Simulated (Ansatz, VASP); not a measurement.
# Two plane-wave programs on Rh

```
Rh
1.0
     2.56774    0.00000    0.00000
    -1.28387    2.22373    0.00000
     0.00000    0.00000    4.32902
Rh
2
Direct
  0.66667 0.33333 0.75000
  0.33333 0.66667 0.25000
```

Change from the starting cell: strain -0.0450 x Voigt [1, 1, 0, 0, 0, 0], atoms carried along.

Alike in both runs: task single point; functional PBEsol; k mesh 24 × 24 × 14; occupations gaussian, width 0.15 eV; no spin polarisation.

```csv
,VASP,Ansatz
version,VASP 6.6.1,Ansatz 0.2.0
potentials or method,"VASP PAW PBE potentials, release 64 (Rh_pv), cutoff 520 eV","scalar-relativistic, plane waves, PAW"
valence electrons in the cell,30,34
```

Ansatz gave:

* gap on the k mesh at the Fermi level (eV): none
* pressure (GPa): 34.6
* traceless stress, the component that is largest in VASP (GPa): -11.85

Q: What did VASP give for the same quantities?

A: gap on the k mesh at the Fermi level (eV): none; pressure (GPa): 34.6; traceless stress, the component that is largest in VASP (GPa): -11.87.

VASP's potentials were made for PBE, not for PBEsol. A gap of «none» marks a metal or a gap that the smearing closes. Both programs put the cell under a high pressure, so it lies far from rest at this level. With one functional, cell and mesh, what is left measures potentials, basis and numerics. VASP's potentials hold 30 valence electrons a cell and Ansatz's 34, so a difference there can come from the potentials and not from the codes.
